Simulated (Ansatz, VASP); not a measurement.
# V in VASP and in Ansatz

```
V
1.0
     0.00000    1.98573    1.98573
     1.98573    0.00000    1.98573
     1.98573    1.98573    0.00000
V
1
Direct
  0.00000 0.00000 0.00000
```

Alike in both runs: task single point; functional PBE; k mesh 8 × 8 × 8; collinear spin.

```csv
,VASP,Ansatz
version,VASP 6.6.1,Ansatz 0.2 development build
potentials or method,"VASP PAW PBE potentials, release 64 (V_sv)",scalar-relativistic
plane-wave cutoff (eV),500,1143
occupations,"fermi-dirac, width 0.1 eV",fermi-dirac
```

```csv
,VASP,Ansatz,Ansatz less VASP
net moment per atom (μB),0.00,0.00,0.000
```
